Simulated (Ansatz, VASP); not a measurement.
## Re: VASP beside Ansatz

```
CELL_PARAMETERS angstrom
0.00000 1.91575 2.00462
1.91575 0.00000 2.00462
1.91575 1.91575 0.00000
ATOMIC_POSITIONS crystal
Re 0.00000 0.00000 0.00000
```

Change from the starting cell: strain -0.030 along x and y, +0.015 along z, atoms carried along.

Alike in both runs: task single point; functional PBEsol; k mesh 20 × 20 × 20; occupations gaussian, width 0.15 eV; no spin polarisation.

|  | VASP | Ansatz |
| --- | --- | --- |
| version | VASP 6.6.1 | Ansatz 0.2.0 |
| potentials or method | VASP PAW PBE potentials, release 64 (Re), cutoff 520 eV | scalar-relativistic, plane waves, PAW |
| valence electrons in the cell | 7 | 15 |

```tsv
	VASP	Ansatz	Ansatz less VASP
gap on the k mesh at the Fermi level (eV)	none	none	-
pressure (GPa)	-2.7	-2.6	+0.10
traceless stress, the component that is largest in VASP (GPa)	-9.47	-9.55	-0.087
```

VASP's potentials were made for PBE, not for PBEsol. A gap of «none» marks a metal or a gap that the smearing closes. The functional is the same, so the differences come from potentials, cutoffs and numerics. VASP's potentials hold 7 valence electrons a cell and Ansatz's 15, so a difference there can come from the potentials and not from the codes.

Spin-orbit coupling is off throughout.
